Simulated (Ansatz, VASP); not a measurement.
# Be in VASP and in Ansatz

Contents of POSCAR:

```
Be
1.0
    0.0000000000      2.5300708584      2.5300708584
    2.5300708584      0.0000000000      2.5300708584
    2.5300708584      2.5300708584      0.0000000000
Be
2
Direct
    0.1250000000      0.1250000000      0.1250000000
    0.8750000000      0.8750000000      0.8750000000
```

INCAR.step1

```
SYSTEM = Be
PREC     = Accurate       ! precision mode
ENCUT    = 520            ! plane-wave cutoff, eV
ISMEAR   = -1             ! smearing method
SIGMA    = 0.1            ! smearing width, eV
LREAL    = .False.        ! projectors in reciprocal space
LASPH    = .True.         ! aspherical terms in the spheres
NELM     = 80             ! most SCF steps
NBANDS   = 9              ! bands
GGA      = PE             ! functional
ALGO     = Normal         ! electronic algorithm
EDIFF    = 1E-4           ! SCF threshold, eV
LWAVE    = .True.         ! write WAVECAR
LCHARG   = .False.        ! write CHGCAR
```

Contents of INCAR.step2:

```
SYSTEM = Be
PREC     = Accurate       ! precision mode
ENCUT    = 520            ! plane-wave cutoff, eV
EDIFF    = 1E-7           ! SCF threshold, eV
ISMEAR   = -1             ! smearing method
SIGMA    = 0.1            ! smearing width, eV
LREAL    = .False.        ! projectors in reciprocal space
LASPH    = .True.         ! aspherical terms in the spheres
NELM     = 80             ! most SCF steps
ALGO     = Normal         ! electronic algorithm
ISIF     = 2              ! what is computed and relaxed
LWAVE    = .False.        ! write WAVECAR
LCHARG   = .False.        ! write CHGCAR
METAGGA  = R2SCAN         ! meta-GGA
LMIXTAU  = .True.       
NBANDS   = 9              ! bands
ISTART   = 1
```

KPOINTS

```
Automatic mesh
0
Gamma
  12 12 12
  0 0 0
```

Input for Ansatz:

```yaml
crystal:
  lattice:
    - [0.0, 2.5300708584, 2.5300708584]
    - [2.5300708584, 0.0, 2.5300708584]
    - [2.5300708584, 2.5300708584, 0.0]
  atoms:
    - { symbol: Be, position: [0.125, 0.125, 0.125] }
    - { symbol: Be, position: [0.875, 0.875, 0.875] }
hamiltonian:
  xc: r2scan
  pseudopotentials:
    kind: paw
    azcp:
      Be: "pseudopotentials/Be.paw.azcp"
basis:
  ecutwfc: 500
  fft_grid_basis: typed
kpoints:
  mp_grid: { grid: [12, 12, 12], shift: [0, 0, 0] }
magnetization:
  spin_polarized: false
scf:
  occupations: { method: fermi_dirac, width: 0.1 }
  lower_state_search: "off"
output:
  stress: true
```

Alike in both runs: task single point; functional r2SCAN; k mesh 12 × 12 × 12; occupations fermi-dirac, width 0.1 eV; no spin polarisation.

|  | VASP | Ansatz |
| --- | --- | --- |
| version | VASP 6.6.1 | Ansatz 0.2.0 |
| potentials or method | VASP PAW PBE potentials, release 64 (Be), cutoff 520 eV | plane waves (500 eV) with PAW, scalar-relativistic |
| valence electrons in the cell | 4 | 4 |

|  | VASP | Ansatz | Ansatz less VASP |
| --- | --- | --- | --- |
| pressure (GPa) | -2.9 | -2.9 | -0.02 |

VASP's potentials were made for PBE, not for r2SCAN.
